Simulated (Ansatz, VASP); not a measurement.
## Two plane-wave programs on CaF2

INCAR

```
PREC = Accurate ; ENCUT = 600
EDIFF = 1E-6 ; ISMEAR = 0
SIGMA = 0.02 ; LREAL = F
LASPH = T ; NELM = 120
ALGO = Normal ; ISIF = 2
LWAVE = F ; LCHARG = T
GGA = PE ; LELF = T
LVHAR = T ; NBANDS = 19
GGA_COMPAT = F
```

File KPOINTS:

```
regular mesh
0
Gamma
  8 8 8
```

Contents of POSCAR:

```
CaF2
1.0
    0.0000000000      2.6991316399      2.6991316399
    2.6991316399      0.0000000000      2.6991316399
    2.6991316399      2.6991316399      0.0000000000
Ca F
1 2
Direct
    0.0000000000      0.0000000000      0.0000000000
    0.7500000000      0.7500000000      0.7500000000
    0.2500000000      0.2500000000      0.2500000000
```

Input for Ansatz:

```yaml
crystal:
  lattice:
    - [0.0, 2.6991316399, 2.6991316399]
    - [2.6991316399, 0.0, 2.6991316399]
    - [2.6991316399, 2.6991316399, 0.0]
  atoms:
    - { symbol: Ca, position: [0.0, 0.0, 0.0] }
    - { symbol: F, position: [0.75, 0.75, 0.75] }
    - { symbol: F, position: [0.25, 0.25, 0.25] }
basis:
  ecutwfc: 420
kpoints:
  mp_grid: { grid: [8, 8, 8] }
hamiltonian:
  xc: pbe
scf:
  occupations: { method: gaussian, width: 0.02 }
output:
  forces: true
  stress: true
  eigenvalues: true
```

Alike in both runs: task single point; functional PBE; k mesh 8 × 8 × 8; occupations gaussian, width 0.02 eV; no spin polarisation.

```csv
,VASP,Ansatz
version,VASP 6.6.1,Ansatz 0.2.0
potentials or method,"VASP PAW PBE potentials, release 64 (Ca_sv, F), cutoff 600 eV","scalar-relativistic, plane waves, PAW"
valence electrons in the cell,24,24
```

|  | VASP | Ansatz | Ansatz less VASP |
| --- | --- | --- | --- |
| gap on the k mesh at the Fermi level (eV) | 7.49 | 7.51 | +0.022 |
| least direct gap on the mesh (eV) | 7.75 | 7.77 | +0.021 |
| pressure (GPa) | 5.8 | 5.5 | -0.30 |
